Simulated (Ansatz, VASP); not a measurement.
# FeGe: VASP beside Ansatz

INCAR

```
SYSTEM = FeGe
PREC = Accurate
ENCUT = 600
EDIFF = 1E-6
ISMEAR = 0
SIGMA = 0.1
LREAL = .False.
LASPH = .True.
NELM = 150
ALGO = Normal
ISIF = 3
LWAVE = .False.
LCHARG = .False.
ISPIN = 2
MAGMOM = 0.16 0
LORBIT = 11
LMAXMIX = 4
GGA = PE
IBRION = 2
NSW = 100
EDIFFG = -0.01
```

The input KPOINTS:

```
regular mesh
0
Gamma
  20 20 20
  0 0 0
```

POSCAR

```
FeGe
1.0
    2.8983314364      0.0000000000      0.0000000000
    0.0000000000      2.8983314364      0.0000000000
    0.0000000000      0.0000000000      2.8983314364
Fe Ge
1 1
Direct
    0.5000000000      0.5000000000      0.5000000000
    0.0000000000      0.0000000000      0.0000000000
```

Input for Ansatz:

```yaml
crystal:
  lattice:
    - [2.8983314364, 0.0, 0.0]
    - [0.0, 2.8983314364, 0.0]
    - [0.0, 0.0, 2.8983314364]
  atoms:
    - { symbol: Fe, position: [0.5, 0.5, 0.5], spin: 0.16 }
    - { symbol: Ge, position: [0.0, 0.0, 0.0] }
basis:
  ecutwfc: 420
kpoints:
  mp_grid: { grid: [20, 20, 20] }
hamiltonian:
  xc: pbe
scf:
  occupations: { method: gaussian, width: 0.1 }
output:
  forces: true
  stress: true
  eigenvalues: true
  populations: true
magnetization:
  spin_polarized: true
relax:
  adjacent_minimum: "off"
  f_tol: 0.01
  max_steps: 80
  cell: { stress_tol: 0.05 }
```

Alike in both runs: task relaxation of cell and atoms; functional PBE; k mesh 20 × 20 × 20; occupations gaussian, width 0.1 eV; collinear spin.

|  | VASP | Ansatz |
| --- | --- | --- |
| version | VASP 6.6.1 | Ansatz 0.2.0 |
| potentials or method | VASP PAW PBE potentials, release 64 (Fe, Ge_d), cutoff 600 eV | scalar-relativistic, plane waves, PAW |
| valence electrons in the cell | 22 | 30 |

|  | VASP | Ansatz | Ansatz less VASP |
| --- | --- | --- | --- |
| gap on the k mesh at the Fermi level, each at its own relaxed structure (eV) | none | none | - |
| net moment per atom (μB) | 0.00 | 0.00 | 0.000 |
| relaxed volume (Å³/atom) | 12.13 | 12.11 | -0.018 |
| relaxed cell length with the largest relative difference (Å) | 2.895 | 2.894 | -0.0014 |

A gap of «none» marks a metal or a gap that the smearing closes. VASP's potentials hold 22 valence electrons a cell and Ansatz's 30, so a difference there can come from the potentials and not from the codes. Ansatz's warnings: seeded moment not kept.
